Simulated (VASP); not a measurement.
Input of a VASP 6.6.1 run:

Contents of INCAR:

```
ALGO = Normal
EDIFF = 1E-6
ENCUT = 600
GGA = PE
GGA_COMPAT = F
ISIF = 2
ISMEAR = 0
LASPH = T
LCHARG = F
LREAL = F
LWAVE = F
NBANDS = 82
NELM = 120
PREC = Accurate
SIGMA = 0.1
```

File KPOINTS:

```
k-points
0
Gamma
  3 3 4
```

File POSCAR:

```
AlCu6
1.0
    6.8450110894      0.0000000000      0.0000000000
   -3.4225055447      5.9279534926      0.0000000000
    0.0000000000      0.0000000000      4.2246909006
Al Cu
2 12
Direct
    0.6666666667      0.3333333333      0.7500000000
    0.3333333333      0.6666666667      0.2500000000
    0.3809149067      0.4753460211      0.7500000000
    0.9539685380      0.1907053197      0.7500000000
    0.5246539789      0.9055688855      0.7500000000
    0.2367367818      0.0460314620      0.7500000000
    0.0944311145      0.6190850933      0.7500000000
    0.8092946803      0.7632632182      0.7500000000
    0.9055688855      0.3809149067      0.2500000000
    0.7632632182      0.9539685380      0.2500000000
    0.4753460211      0.0944311145      0.2500000000
    0.1907053197      0.2367367818      0.2500000000
    0.0460314620      0.8092946803      0.2500000000
    0.6190850933      0.5246539789      0.2500000000
```

Potentials or basis: VASP PAW PBE potentials, release 64 (Al, Cu).

The run is started by

```console
$ cat potpaw_PBE.64/Al/POTCAR potpaw_PBE.64/Cu/POTCAR > POTCAR
$ mpirun -np 1 vasp_std > vasp.out
```

(1) Predict the largest force.

(2) What does it give for the pressure?

Results:

(1) 0.023 eV/Å.

(2) 0.4 GPa.

Caveat: the k points lie up to 0.37 Å⁻¹ apart, too coarse for converged energies and pressures of a metal.
